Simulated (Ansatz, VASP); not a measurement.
## Two plane-wave programs on SiGeO4

```xyz
6
Lattice="0.0000 3.8169 3.8169 3.8169 0.0000 3.8169 3.8169 3.8169 0.0000" Properties=species:S:1:pos:R:3 pbc="T T T"
Si    1.9084    1.9084    1.9084
Ge    3.8169    3.8169    3.8169
O     5.0004    2.6333    5.0004
O     2.6333    2.6333    2.6333
O     2.6333    5.0004    5.0004
O     5.0004    5.0004    2.6333
```

Alike in both runs: task single point; functional PBE; k mesh 4 × 4 × 4; occupations gaussian, width 0.1 eV; no spin polarisation.

|  | VASP | Ansatz |
| --- | --- | --- |
| version | VASP 6.6.1 | Ansatz 0.2.0 |
| potentials or method | VASP PAW PBE potentials, release 64 (Si, Ge_d, O), cutoff 520 eV | scalar-relativistic, plane waves, PAW |
| valence electrons in the cell | 42 | 42 |

```csv
,VASP,Ansatz,Ansatz less VASP
gap on the k mesh at the Fermi level (eV),none,none,-
rms of the force components (eV/Å),20.315,20.933,+0.6181
```

Atom by atom the forces differ by 0.618 eV/Å (rms over components). A gap of «none» marks a metal or a gap that the smearing closes. With one functional, cell and mesh, what is left measures potentials, basis and numerics.
